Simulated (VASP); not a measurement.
Write the native input for VASP 6.6.1 that does the following.

- Task: single point
- Functional: PBE
- Potentials or basis: VASP PAW PBE potentials, release 64 (Nb_sv, As)
- Cutoff: 520 eV
- k mesh: 11 × 11 × 11
- Occupations: gaussian, width 0.029 eV
- Spin: no spin polarisation
- Dipole correction: no
- Further INCAR settings: ALGO = Normal; EDIFF = 1e-07; NBANDS = 26

The structure of NbAs lies in POSCAR:

```
NbAs
1.0
   -1.7258500000      1.7258500000      5.8400000000
    1.7258500000     -1.7258500000      5.8400000000
    1.7258500000      1.7258500000     -5.8400000000
Nb As
2 2
Direct
    0.5000000000      0.0000000000      0.5000000000
    0.7500000000      0.7500000000      0.0000000000
    0.9160000000      0.4160000000      0.5000000000
    0.1660000000      0.1660000000      0.0000000000
```

These files were run (other wordings do the same):

INCAR

```
PREC = Accurate
ENCUT = 520
EDIFF = 1E-7
ISMEAR = 0
SIGMA = 0.028999999999999998
LREAL = F
LASPH = T
NELM = 60
ALGO = Normal
ISIF = 2
LWAVE = F
LCHARG = T
GGA = PE
LELF = T
LVHAR = T
NBANDS = 26
```

KPOINTS

```
Automatic mesh
0
Gamma
  11 11 11
```

Potentials or basis: VASP PAW PBE potentials, release 64 (Nb_sv, As).

The run is started by

```console
$ cat potpaw_PBE.64/Nb_sv/POTCAR potpaw_PBE.64/As/POTCAR > POTCAR
$ mpirun -np 1 vasp_std > vasp.out
```

It gave:

```yaml
Pressure: 3.3 GPa
Largest_force: 0.302 eV/Å
Band_gap_on_the_k_mesh: 0.02 eV (least direct gap 0.07 eV)
```

Caveat: the cell stands under pressure; an odd mesh through Γ misses points on the zone boundary, where band edges can lie.

It took 15 min on 1 thread of Intel Xeon 8259CL, with other jobs on the host, peak memory 0.45 GiB.
